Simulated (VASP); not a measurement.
CdO, 2 atoms in the cell. The structure is cubic, space group Fm-3m (No. 225). The conventional cell has a = 4.214 Å, b = 4.214 Å, c = 4.214 Å, α = 90.00°, β = 90.00°, γ = 90.00°. Within 2.8 Å of Cd (site symmetry m-3m) lie 6 O at 2.11 Å. Within 2.8 Å of O (site symmetry m-3m) lie 6 Cd at 2.11 Å. 

| Property | Result |
| --- | --- |
| Program | VASP 6.6.1 |
| Task | relaxation of cell and atoms |
| Functional | PBE |
| Potentials or basis | VASP PAW PBE potentials, release 64 (Cd_sv_GW, O) |
| Cutoff | 700 eV |
| k mesh | 16 × 16 × 16 |
| Occupations | gaussian, width 0.1 eV |
| Spin | no spin polarisation |
| Target pressure | 150 GPa |
| Dipole correction | no |
| Further INCAR settings | ALGO = Normal; EDIFF = 1e-07; IBRION = 2; EDIFFG = -0.004; NSW = 70; ISIF = 3 |

Potentials or basis: VASP PAW PBE potentials, release 64 (Cd_sv_GW, O).

Launch:

```bash
$ cat potpaw_PBE.64/Cd_sv_GW/POTCAR potpaw_PBE.64/O/POTCAR > POTCAR
$ mpirun -np 1 vasp_std > vasp.out
```

Hardware: 1 thread of AMD EPYC 7R43 64-Core Processor (Zen 3), with other jobs on the host.

**Question.** Estimate the wall time of this run.

**Answer.** Wall time 5.5 min on 1 thread of AMD EPYC 7R43 64-Core Processor (Zen 3), on a shared host, peak memory 0.23 GiB. Counts: scf iterations 56, k points 145, ion steps 5.
